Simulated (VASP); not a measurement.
A run of VASP 6.6.1:

INCAR

```
  ALGO = Normal
  EDIFF = 1E-7
  ENCUT = 520
  GGA = PE
  ISIF = 2
  ISMEAR = 0
  LASPH = T
  LCHARG = T
  LELF = T
  LREAL = F
  LVHAR = T
  LWAVE = F
  NBANDS = 44
  NELM = 60
  PREC = Accurate
  SIGMA = 0.03
```

Contents of KPOINTS:

```
k-points
0
Gamma
  12 12 2
```

File POSCAR:

```
Ge2Sb2Te5
1.0
    4.0232413108      0.0000000000      0.0000000000
   -2.0116206554      3.4842291807      0.0000000000
    0.0000000000      0.0000000000     17.0653299817
Ge Sb Te
2 2 5
Direct
    0.0000000000      0.0000000000      0.3314713560
    0.0000000000      0.0000000000      0.6685286440
    0.3333333333      0.6666666667      0.1121550832
    0.6666666667      0.3333333333      0.8878449168
    0.0000000000      0.0000000000      0.0000000000
    0.3333333333      0.6666666667      0.7913602895
    0.6666666667      0.3333333333      0.2086397105
    0.3333333333      0.6666666667      0.4097504733
    0.6666666667      0.3333333333      0.5902495267
```

Potentials or basis: VASP PAW PBE potentials, release 64 (Ge_d, Sb, Te).

Launch:

```sh
$ cat potpaw_PBE.64/Ge_d/POTCAR potpaw_PBE.64/Sb/POTCAR potpaw_PBE.64/Te/POTCAR > POTCAR
$ mpirun -np 1 vasp_std > vasp.out
```

Hardware: 1 thread of Intel(R) Xeon(R) Platinum 8488C (Sapphire Rapids) (shared host).

How long does it take, and how much memory?

Run time: 9 min on 1 thread of Intel(R) Xeon(R) Platinum 8488C (Sapphire Rapids) (shared host), peak memory 0.55 GiB. Counts: scf iterations 18, k points 38.
